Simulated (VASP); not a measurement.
Here is a VASP 6.6.1 calculation.

The input INCAR:

```
  ALGO = Normal
  EDIFF = 1E-6
  ENCUT = 600
  GGA = LIBXC
  GGA_COMPAT = F
  ISIF = 2
  ISMEAR = -1
  LASPH = T
  LCHARG = F
  LIBXC1 = GGA_X_B88
  LIBXC2 = GGA_C_PBE
  LREAL = F
  LWAVE = F
  NBANDS = 16
  NELM = 120
  PREC = Accurate
  SIGMA = 0.05
```

KPOINTS

```
k-points
0
Gamma
  10 10 9
```

POSCAR

```
WC
1.0
    2.8471670250      0.0000000000      0.0000000000
   -1.4235835125      2.4657189725      0.0000000000
    0.0000000000      0.0000000000      2.7786939560
W C
1 1
Direct
    0.0000000000      0.0000000000      0.0000000000
    0.6666666667      0.3333333333      0.5000000000
```

Potentials or basis: VASP PAW PBE potentials, release 64 (W_sv, C).

Run with:

```bash
$ cat potpaw_PBE.64/W_sv/POTCAR potpaw_PBE.64/C/POTCAR > POTCAR
$ mpirun -np 1 vasp_std > vasp.out
```

(1) Predict the band gap on the k mesh.

(2) What does it give for the pressure?

Results:

(1) zero (bands 9 and 10 overlap by 1.29 eV).

(2) 36.2 GPa.

Caveat: the cell stands under pressure; the PAW data sets were made with another functional, which shifts forces and pressure a little; spin-orbit coupling is left out, which moves the levels of the heavy elements.
